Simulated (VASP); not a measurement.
Runs of VASP 6.6.1 on P. The structure is monoclinic, space group P2/m (No. 10). The conventional cell has a = 2.425 Å, b = 2.439 Å, c = 4.852 Å, α = 90.00°, β = 90.24°, γ = 90.00°. Within 3.2 Å of P (site symmetry m) lie 6 P at 2.42 to 2.44 Å. 

| task | level | cell | k mesh | cutoff (eV) | smearing | grid for exact exchange (PRECFOCK) | k mesh for the DOS | occupations for the DOS | screening parameter | gap on the mesh (eV) | pressure (GPa) | largest force (eV/Å) |
| --- | --- | --- | --- | --- | --- | --- | --- | --- | --- | --- | --- | --- |
| single point | r2SCAN | as given | 6 × 6 × 3 | 520 | fermi-dirac 0.05 eV | - | - | - | - | none | 0.6 | 0.02 |
| single point | PBE0 | as given | 6 × 6 × 3 | 520 | fermi-dirac 0.05 eV | Normal | - | - | - | none | -3.2 | 0.01 |
| relaxation of cell and atoms | RPBE+D3(BJ) | relaxed | 11 × 11 × 6 | 600 | gaussian 0.05 eV | - | - | - | - | none | 0.1 | - |
| single point | HSE06 | as given | 6 × 6 × 3 | 520 | fermi-dirac 0.05 eV | Normal | - | - | 0.2079 1/Å | none | (a) | 0.02 |

Alike in all rows: potentials or basis VASP PAW PBE potentials, release 64 (P); no spin polarisation.

Task: Fill in the values left out.

Result: (a) -2.7.

Caveats: some runs use coarse meshes; the PAW data sets were made with another functional, which shifts forces and pressure a little; pairwise dispersion overbinds metals, which lowers pressure and volume (some runs).

A gap of «none» marks levels without a gap at the run's occupations.
